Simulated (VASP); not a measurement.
Write the native input for VASP 6.6.1 that does the following.

* Task: relaxation of cell and atoms
* Functional: PBEsol
* Potentials or basis: VASP PAW PBE potentials, release 64 (W_sv, C)
* Cutoff: 600 eV
* k mesh: 11 × 11 × 11
* Occupations: methfessel-paxton, width 0.1 eV
* Spin: no spin polarisation
* Target pressure: -2 GPa
* Dipole correction: no
* Further INCAR settings: ALGO = Normal; EDIFF = 1e-06; IBRION = 2; EDIFFG = -0.02; NSW = 80; ISIF = 3

The structure of WC lies in POSCAR:

```
WC
1.0
    0.0000000000      2.1926840000      2.1926840000
    2.1926840000      0.0000000000      2.1926840000
    2.1926840000      2.1926840000      0.0000000000
W C
1 1
Direct
    0.0000000000      0.0000000000      0.0000000000
    0.5000000000      0.5000000000      0.5000000000
```

The input as run:

INCAR

```
SYSTEM = WC
PREC = Accurate ; ENCUT = 600
EDIFF = 1E-6 ; ISMEAR = 1
SIGMA = 0.1 ; LREAL = .False.
LASPH = .True. ; NELM = 60
ALGO = Normal ; ISIF = 3
LWAVE = .False. ; LCHARG = .False.
GGA = PS ; IBRION = 2
NSW = 80 ; EDIFFG = -0.02
PSTRESS = -20.0
```

KPOINTS

```
regular mesh
0
Gamma
  11 11 11
  0 0 0
```

Potentials or basis: VASP PAW PBE potentials, release 64 (W_sv, C).

The run is started by

```console
$ cat potpaw_PBE.64/W_sv/POTCAR potpaw_PBE.64/C/POTCAR > POTCAR
$ mpirun -np 1 vasp_std > vasp.out
```

It gave:

```json
{
 "Relaxed volume": "10.34 Å³/atom",
 "Relaxed cell": "a = 3.081 Å, b = 3.081 Å, c = 3.081 Å, α = 60.00°, β = 60.00°, γ = 60.00°",
 "Space group after relaxing (to 0.05 Å)": "Fm-3m (No. 225)",
 "Energy change on relaxing (the enthalpy is what falls)": "-7.1 meV/atom",
 "Ionic steps": "3",
 "Pressure after relaxing": "-2.1 GPa"
}
```

Caveat: the cell is relaxed towards a set pressure, so the enthalpy falls and the energy may rise; the PAW data sets were made with another functional, which shifts forces and pressure a little.

It took 23 s on 1 thread of Intel(R) Xeon(R) 6975P-C (Granite Rapids), on a shared host, peak memory 0.18 GiB.
